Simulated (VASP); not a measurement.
Here is a VASP 6.6.1 calculation.

The input INCAR:

```
PREC     = Accurate       # precision mode
ENCUT    = 600            # plane-wave cutoff, eV
EDIFF    = 1E-6           # SCF threshold, eV
ISMEAR   = -1             # smearing method
SIGMA    = 0.1            # smearing width, eV
LREAL    = False          # projectors in reciprocal space
LASPH    = True           # aspherical terms in the spheres
NELM     = 120            # most SCF steps
ALGO     = Normal         # electronic algorithm
ISIF     = 2              # what is computed and relaxed
LWAVE    = False          # write WAVECAR
LCHARG   = False          # write CHGCAR
GGA      = CA             # functional
NBANDS   = 8              # bands
GGA_COMPAT= False
```

File KPOINTS:

```
Automatic mesh
0
Gamma
  10 10 10
```

Contents of POSCAR:

```
C
1.0
    0.0000000000      1.4468666806      1.4468666806
    1.4468666806      0.0000000000      1.4468666806
    1.4468666806      1.4468666806      0.0000000000
C
1
Direct
    0.0000000000      0.0000000000      0.0000000000
```

Potentials or basis: VASP PAW LDA potentials, release 64 (C).

The run is started by

```sh
$ cat potpaw_LDA.64/C/POTCAR > POTCAR
$ mpirun -np 1 vasp_std > vasp.out
```

(1) Predict the pressure.

(2) Predict the band gap on the k mesh.

Answers

(1) 30.4 GPa.

(2) zero (bands 2 and 3 overlap by 12.43 eV).

Caveat: the k points lie up to 0.38 Å⁻¹ apart, too coarse for converged energies and pressures of a metal.
